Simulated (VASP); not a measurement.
# KZnF3 (Pm-3m) in VASP: a series of runs, part 2 of 2

VASP 6.6.1. Earlier steps stand in the parts before.

**4. Relaxation of cell and atoms, PBE, target pressure -3 GPa, at which the enthalpy is minimised**

This run uses another cell than the first one, of 14.47 Å³/atom.

INCAR reads:

```
SYSTEM = KZnF3
ALGO = Normal ; EDIFF = 1E-7
EDIFFG = -0.008 ; ENCUT = 600
GGA = PE ; IBRION = 2
ISIF = 3 ; ISMEAR = 0
LASPH = .True. ; LCHARG = .False.
LREAL = .False. ; LWAVE = .False.
NELM = 100 ; NSW = 70
PREC = Accurate ; PSTRESS = -30.0
SIGMA = 0.02
```

KPOINTS reads:

```
k-points
0
Gamma
  6 6 6
  0 0 0
```

POSCAR reads:

```
KZnF3
1.0
    4.1667194730      0.0000000000      0.0000000000
    0.0000000000      4.1667194730      0.0000000000
    0.0000000000      0.0000000000      4.1667194730
K Zn F
1 1 3
Direct
    0.0000000000      0.0000000000      0.0000000000
    0.5000000000      0.5000000000      0.5000000000
    0.0000000000      0.5000000000      0.5000000000
    0.5000000000      0.0000000000      0.5000000000
    0.5000000000      0.5000000000      0.0000000000
```

Potentials or basis: VASP PAW PBE potentials, release 64 (K_sv, Zn, F).

On the command line:

```
$ cat potpaw_PBE.64/K_sv/POTCAR potpaw_PBE.64/Zn/POTCAR potpaw_PBE.64/F/POTCAR > POTCAR
$ mpirun -np 1 vasp_std > vasp.out
```

OUTCAR:

```text
SYSTEM = KZnF3
   EDIFF = 1E-7
   EDIFFG = -0.008
   ENCUT = 600
   GGA = PE
   IBRION = 2
   ISIF = 3
   ISMEAR = 0
   LASPH = .True.
   LREAL = .False.
   NELM = 100
   NSW = 70
   PREC = Accurate
   PSTRESS = -30.0

 ion  position               nearest neighbor table
   1  0.000  0.000  0.000-
   2  0.500  0.500  0.500-   3 2.08   4 2.08   5 2.08   5 2.08   4 2.08   3 2.08
   3  0.000  0.500  0.500-   2 2.08   2 2.08
   4  0.500  0.000  0.500-   2 2.08   2 2.08
   5  0.500  0.500  0.000-   2 2.08   2 2.08

  LATTYP: Found a simple cubic cell.
 ALAT       =     4.1667194730

  Lattice vectors:

 A1 = (   4.1667194730,   0.0000000000,   0.0000000000)
 A2 = (   0.0000000000,   4.1667194730,   0.0000000000)
 A3 = (   0.0000000000,   0.0000000000,   4.1667194730)

Analysis of symmetry for initial positions (statically):
=====================================================================
 Subroutine PRICEL returns:
 Original cell was already a primitive cell.

 Routine SETGRP: Setting up the symmetry group for a
 simple cubic supercell.

 Subroutine GETGRP returns: Found 48 space group operations
 (whereof 48 operations were pure point group operations)
 out of a pool of 48 trial point group operations.

The static configuration has the point symmetry O_h .

Analysis of symmetry for dynamics (positions and initial velocities):
=====================================================================
 Subroutine PRICEL returns:
 Original cell was already a primitive cell.

 Routine SETGRP: Setting up the symmetry group for a
 simple cubic supercell.

 Subroutine GETGRP returns: Found 48 space group operations
 (whereof 48 operations were pure point group operations)
 out of a pool of 48 trial point group operations.

The dynamic configuration has the point symmetry O_h .

[... 102 lines left out ...]
   NSW    =     70    number of steps for IOM
   IBRION =      2    ionic relax: 0-MD 1-quasi-New 2-CG
   NFREE  =      1    steps in history (QN), initial steepest desc. (CG)
   ISIF   =      3    stress and relaxation
   ISYM   =      2    0-nonsym 1-usesym 2-fastsym
   POTIM  = 0.5000    time-step for ionic-motion
   TEBEG  =    0.0;   TEEND  =   0.0 temperature during run
   PSTRESS=  -30.0 pullay stress
   NELECT =      42.0000    total number of electrons
   NUPDOWN=      -1.0000    fix difference up-down
   EMIN   =  10.00;   EMAX   =-10.00  energy-range for DOS
   EFERMI =   0.00;   METHOD = LEGACY
   ISMEAR =     0;   SIGMA  =   0.02  broadening in eV -4-tet -1-fermi 0-gaus
   EFERMI_NEDOS =   21; number of points for ismear=-14 and -15
   IALGO  =     38    algorithm
   IMIX   =      4    mixing-type and parameters
     AMIX     =   0.40;   BMIX     =  1.00
     AMIX_MAG =   1.60;   BMIX_MAG =  1.00
  volume/ion in A,a.u.               =      14.47        97.64
  Fermi-wavevector in a.u.,A,eV,Ry     =   1.365726  2.580848 25.377699  1.865208
  Thomas-Fermi vector in A             =   2.491929
   LORBIT       =      0    0 simple, 1 ext, 2 COOP (PROOUT), +10 PAW based schemes
   GGA     = PE    functional components
   LHFCALC =     F    Hartree Fock is set to
   AEXX    =    0.0000 exact exchange contribution
   IVDW    =     0    specifies the selected vdW correction
   LEPSILON=     F    determine dielectric tensor
   LRPA    =     F    only Hartree local field effects (RPA)
 conjugate gradient relaxation of ions
 non-spin polarized calculation
 Gauss-broadening in eV      SIGMA  =   0.02
  energy-cutoff  :      600.00
  volume of cell :       72.34
 maximum number of plane-waves:      2469
 NGX is ok and might be reduce to    36
   NGX = 17   NGY = 17   NGZ = 17

--------------------------------------- Ionic step        1  -------------------------------------------

 number of electron      42.0000032 magnetization

 Free energy of the ion-electron system (eV)
  ---------------------------------------------------
  ext. energy  EPLUGINS =         0.00000000
  ---------------------------------------------------
  free energy    TOTEN  =       -20.33199804 eV

  energy without entropy =      -20.33199804  energy(sigma->0) =      -20.33199804

------------------------ aborting loop because EDIFF is reached ----------------------------------------

  FORCE on cell =-STRESS in cart. coord.  units (eV):
  Direction    XX          YY          ZZ          XY          YZ          ZX
  --------------------------------------------------------------------------------------
  -------------------------------------------------------------------------------------
  Total       -0.7884521     -0.7884521     -0.7884521      0.0000000      0.0000000      0.0000000
  in kB      -17.4623676    -17.4623676    -17.4623676      0.0000000      0.0000000      0.0000000
  external PRESSURE =      12.5376324 kB  Pullay stress =     -30.0000000 kB
[... 69 lines left out ...]
--------------------------------------- Ionic step        3  -------------------------------------------

 number of electron      42.0000059 magnetization

 Free energy of the ion-electron system (eV)
  ---------------------------------------------------
  ext. energy  EPLUGINS =         0.00000000
  ---------------------------------------------------
  free energy    TOTEN  =       -20.30901658 eV

  energy without entropy =      -20.30901658  energy(sigma->0) =      -20.30901658

 E-fermi :  -1.6619     XC(G=0):  -9.3417

 val. band max:       -1.7794984515   @ k =   0.5000   0.5000   0.5000
 cond. band min:       1.7491936222   @ k =   0.0000   0.0000   0.0000
 fundamental gap:      3.5286920737
 Fermi energy:        -1.6618751867

 k-point     1 :       0.0000    0.0000    0.0000
  band No.  band energies     occupation
      1     -28.5573      2.00000
      2     -22.5566      2.00000
      3     -22.0641      2.00000
      4     -22.0641      2.00000
      5     -12.0299      2.00000
      6     -12.0299      2.00000
[... 585 lines left out ...]
  energy  without entropy=      -20.3090165837  energy(sigma->0) =      -20.30901658

  enthalpy is  TOTEN    =       -21.6924678432 eV   P V=       -1.3834512595

 reached required accuracy - stopping structural energy minimisation
```

CONTCAR:

```text
KZnF3
   1.00000000000000
     4.1961505704364770    0.0000000000000000    0.0000000000000000
     0.0000000000000000    4.1961505704364770   -0.0000000000000000
     0.0000000000000000    0.0000000000000000    4.1961505704364770
  K               Zn              F
     1     1     3
Direct
     0.0000000000000000    0.0000000000000000    0.0000000000000000
     0.5000000000000000    0.5000000000000000    0.5000000000000000
     0.0000000000000000    0.5000000000000000    0.5000000000000000
     0.5000000000000000    0.0000000000000000    0.5000000000000000
     0.5000000000000000    0.5000000000000000    0.0000000000000000

  0.00000000E+00  0.00000000E+00  0.00000000E+00
  0.00000000E+00  0.00000000E+00  0.00000000E+00
  0.00000000E+00  0.00000000E+00  0.00000000E+00
  0.00000000E+00  0.00000000E+00  0.00000000E+00
  0.00000000E+00  0.00000000E+00  0.00000000E+00
```

Run time: 75 s. Hardware: 1 thread of AMD EPYC 9R45 (Zen 5), shared host; peak memory 0.21 GiB.

What came out:

| Item | Value |
| --- | --- |
| Free energy | -20.3090 eV |
| Relaxed volume | 14.78 Å³/atom |
| Relaxed cell | a = 4.196 Å, b = 4.196 Å, c = 4.196 Å, α = 90.00°, β = 90.00°, γ = 90.00° |
| Space group after relaxing (to 0.1 Å) | Pm-3m (No. 221) |
| Energy change on relaxing (the run minimises the enthalpy) | +4.6 meV/atom |
| Ionic steps | 3 |
| Pressure after relaxing | -3.0 GPa |
| Band gap on the k mesh | 3.53 eV (least direct gap 4.81 eV) |

The path:
```
step  energy change (eV)  largest force (eV/Å)  pressure (GPa)  volume (Å³)
   1              0.0000                0.0000           -1.75        72.34
   2              0.0167                0.0000           -2.73        73.53
   3              0.0230                0.0000           -2.98        73.88
```

Final structure:
```cif
data_structure
_symmetry_space_group_name_H-M 'P 1'
_symmetry_Int_Tables_number 1
_cell_length_a 4.1962
_cell_length_b 4.1962
_cell_length_c 4.1962
_cell_angle_alpha 90.000
_cell_angle_beta 90.000
_cell_angle_gamma 90.000
_cell_volume 73.88
loop_
_atom_site_label
_atom_site_type_symbol
_atom_site_fract_x
_atom_site_fract_y
_atom_site_fract_z
_atom_site_occupancy
K1 K 0.00000 0.00000 0.00000 1
Zn1 Zn 0.50000 0.50000 0.50000 1
F1 F 0.00000 0.50000 0.50000 1
F2 F 0.50000 0.00000 0.50000 1
F3 F 0.50000 0.50000 0.00000 1
```

Caveat: the cell is relaxed towards a set pressure, so the run minimises the enthalpy, not the energy. A k mesh can miss the band edges.

**5. Overview**

```csv
cell,gap on the mesh (eV),pressure (GPa)
"relaxed from a = 4.047 Å, 5 atoms",3.64,0.0
"relaxed to 3 GPa from a = 4.089 Å, 5 atoms",3.74,3.0
"relaxed to -3 GPa from a = 4.167 Å, 5 atoms",3.53,-3.0
```

Alike in all rows: task relaxation of cell and atoms; level PBE; potentials or basis VASP PAW PBE potentials, release 64 (K_sv, Zn, F); no spin polarisation; k mesh 6 × 6 × 6; cutoff (eV) 600; smearing gaussian 0.02 eV.

Caveats: the cell is relaxed towards a set pressure, so the run minimises the enthalpy, not the energy (at least some runs).

Absolute energies hang on the potentials; compare differences alone.
